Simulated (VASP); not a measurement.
CuI: single point with PBEsol

Crystal: CuI.

```
Cu I
1.0
     3.92194    0.00000    0.00000
     0.00000    4.02199    0.00000
     0.00000    0.00000    6.51292
Cu I
2 2
Direct
  0.50000 0.50000 0.00000
  0.00000 0.00000 0.00000
  0.50000 0.00000 0.26152
  0.00000 0.50000 0.73848
```

This cell differs from its parent crystal: uniaxial strain along a: -2.0 %.

| Property | Result |
| --- | --- |
| Program | VASP 6.6.1 |
| Task | single point |
| Functional | PBEsol |
| Potentials or basis | VASP PAW PBE potentials, release 64 (Cu, I) |
| Cutoff | 520 eV |
| k mesh | 8 × 8 × 4 |
| Occupations | gaussian, width 0.02 eV |
| Spin | no spin polarisation |
| Dipole correction | no |
| Further INCAR settings | ALGO = Normal; EDIFF = 1e-06; NBANDS = 26 |

```yaml
Pressure: 0.7 GPa
Largest_force: 0.095 eV/Å
Band_gap_on_the_k_mesh: 1.48 eV, direct
```

Forces on the atoms (eV/Å):
```
Cu   0.000  0.000  0.095
Cu   0.000  0.000 -0.095
I    0.000  0.000  0.086
I    0.000  0.000 -0.086
```

Stress tensor (GPa, compression positive):
```
 1.92  0.00  0.00
 0.00 -0.26  0.00
 0.00  0.00  0.48
```

Levels at points of the mesh, in eV from the valence-band top:
```tsv
k point	band 16	band 17	band 18	band 19	band 20	band 21
(0.00, 0.00, 0.00)	-1.08	-0.11	0.00	1.48	3.06	3.41
(0.50, 0.00, 0.00)	-1.36	-0.61	-0.61	3.60	3.60	4.74
(0.00, 0.50, 0.00)	-1.40	-0.50	-0.50	3.73	3.73	4.81
(0.50, 0.50, 0.00)	-1.93	-1.27	-1.27	2.41	2.41	2.52
(0.00, 0.00, 0.50)	-1.36	-0.47	-0.34	3.25	3.27	3.58
(0.50, 0.00, 0.50)	-0.94	-0.58	-0.58	2.04	2.04	5.00
(0.00, 0.50, 0.50)	-0.96	-0.48	-0.48	2.07	2.07	5.10
(0.50, 0.50, 0.50)	-1.93	-1.17	-1.17	3.83	3.83	3.99
```

Run time: 82 s on 1 thread of Intel(R) Xeon(R) 6975P-C (Granite Rapids), with other jobs on the host, peak memory 0.31 GiB.

Caveat: the cell differs from its parent crystal (uniaxial strain along a: -2.0 %); the PAW data sets were made with another functional, which shifts forces and pressure a little; spin-orbit coupling is left out, which moves the levels of the heavy elements; this functional lacks dispersion, which binds the layers, so the pressure and a relaxed spacing across them are unreliable.
